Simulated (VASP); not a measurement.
Input of a VASP 6.6.1 run:

INCAR

```
SYSTEM = SrO
PREC = Accurate ; ENCUT = 600
EDIFF = 1E-8 ; ISMEAR = 0
SIGMA = 0.01 ; LREAL = .FALSE.
LASPH = .TRUE. ; NELM = 60
ALGO = Normal ; ISIF = 3
LWAVE = .FALSE. ; LCHARG = .FALSE.
GGA = PS ; IBRION = 6
NFREE = 2 ; POTIM = 0.015
NSW = 1
```

File KPOINTS:

```
Automatic mesh
0
G
  8 8 8
  0 0 0
```

File POSCAR:

```
SrO
1.0
    0.0000000000      2.5614442881      2.5614442881
    2.5614442881      0.0000000000      2.5614442881
    2.5614442881      2.5614442881      0.0000000000
Sr O
1 1
Direct
    0.5000000000      0.5000000000      0.5000000000
    0.0000000000      0.0000000000      0.0000000000
```

Potentials or basis: VASP PAW PBE potentials, release 64 (Sr_sv, O).

Run with:

```sh
$ cat potpaw_PBE.64/Sr_sv/POTCAR potpaw_PBE.64/O/POTCAR > POTCAR
$ mpirun -np 1 vasp_std > vasp.out
```

Question: Predict the elastic constants C11, C12, C44.

Answer: 191, 48, 55 GPa.

Question: Predict the Voigt bulk modulus.

Answer: 96 GPa.

Question: Predict the highest phonon frequency at Γ, LO-TO splitting left out.

Answer: 210 cm⁻¹.

Clamped-ion elastic tensor (GPa):
```
191  48  48   0   0   0
 48 191  48   0   0   0
 48  48 191   0   0   0
  0   0   0  55   0   0
  0   0   0   0  55   0
  0   0   0   0   0  55
```

Caveat: the PAW data sets were made with another functional, which shifts forces and pressure a little.
